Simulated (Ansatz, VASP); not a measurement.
Two plane-wave programs on Ti

```xyz
1
Lattice="-1.6269 1.6269 1.6269 1.6269 -1.6269 1.6269 1.6269 1.6269 -1.6269" Properties=species:S:1:pos:R:3 pbc="T T T"
Ti    0.0000    0.0000    0.0000
```

Alike in both runs: task single point; functional PBE; k mesh 8 × 8 × 8; occupations gaussian, width 0.05 eV; no spin polarisation.

|  | VASP | Ansatz |
| --- | --- | --- |
| version | VASP 6.6.1 | Ansatz 0.2.0 |
| potentials or method | VASP PAW PBE potentials, release 64 (Ti_sv), cutoff 500 eV | scalar-relativistic, plane waves, PAW |
| valence electrons in the cell | 12 | 12 |

VASP gave:

* pressure (GPa): -0.3

What did Ansatz give for the same quantities?

Pressure (GPa): 0.0.

With one functional, cell and mesh, what is left measures potentials, basis and numerics.
